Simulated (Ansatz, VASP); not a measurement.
# One calculation of MgO, two programs

```
CELL_PARAMETERS angstrom
3.30347 0.00000 0.00000
-1.65173 2.86089 0.00000
0.00000 0.00000 5.01939
ATOMIC_POSITIONS crystal
Mg 0.33333 0.66667 0.99186
Mg 0.66667 0.33333 0.49186
O 0.33333 0.66667 0.40094
O 0.66667 0.33333 0.90094
```

Alike in both runs: task single point; functional PBEsol; k mesh 9 × 9 × 6; occupations gaussian, width 0.05 eV; no spin polarisation.

```csv
,VASP,Ansatz
version,VASP 6.6.1,Ansatz 0.2.0
potentials or method,"VASP PAW PBE potentials, release 64 (Mg, O), cutoff 520 eV","scalar-relativistic, plane waves, PAW"
valence electrons in the cell,16,32
```

|  | VASP | Ansatz | Ansatz less VASP |
| --- | --- | --- | --- |
| gap on the k mesh at the Fermi level (eV) | 3.27 | 3.27 | +0.006 |
| least direct gap on the mesh (eV) | 3.27 | 3.27 | +0.006 |
| pressure (GPa) | -0.4 | -0.2 | +0.30 |
| traceless stress, the component that is largest in VASP (GPa) | -3.63 | -3.61 | +0.027 |
| rms of the force components (eV/Å) | 0.187 | 0.183 | -0.0037 |

VASP's potentials were made for PBE, not for PBEsol, and Ansatz warns of the same on its side. Atom by atom the forces differ by 0.004 eV/Å (rms over components). The functional is the same, so the differences come from potentials, cutoffs and numerics. VASP's potentials hold 16 valence electrons a cell and Ansatz's 32, so a difference there can come from the potentials and not from the codes.
